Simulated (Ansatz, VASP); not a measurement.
**One calculation of AlNi, two programs**

```
Al Ni
1.0
     1.96172   -1.96150    0.00000
     1.96172    1.96150    0.00000
     0.00000    0.00000    2.95612
Al Ni
1 1
Direct
  0.00000 0.00000 0.00000
  0.50000 0.50000 0.50000
```

Change from the starting cell: strain -0.030 along x and y, +0.030 along z, atoms carried along.

Alike in both runs: task single point; functional r2SCAN; k mesh 20 × 20 × 20; occupations gaussian, width 0.15 eV; no spin polarisation.

```csv
,VASP,Ansatz
version,VASP 6.6.1,Ansatz 0.2.0
potentials or method,"VASP PAW PBE potentials, release 64 (Al, Ni), cutoff 520 eV","scalar-relativistic, plane waves, PAW"
valence electrons in the cell,13,21
```

Ansatz gave:

```
gap on the k mesh at the Fermi level (eV)                     : none
pressure (GPa)                                                : 6.1
traceless stress, the component that is largest in VASP (GPa) : -3.09
```

What did VASP give for the same quantities?

gap on the k mesh at the Fermi level (eV): none; pressure (GPa): 5.9; traceless stress, the component that is largest in VASP (GPa): -3.17.

VASP's potentials were made for PBE, not for r2SCAN. A gap of «none» marks a metal or a gap that the smearing closes. VASP's potentials hold 13 valence electrons a cell and Ansatz's 21, so a difference there can come from the potentials and not from the codes.
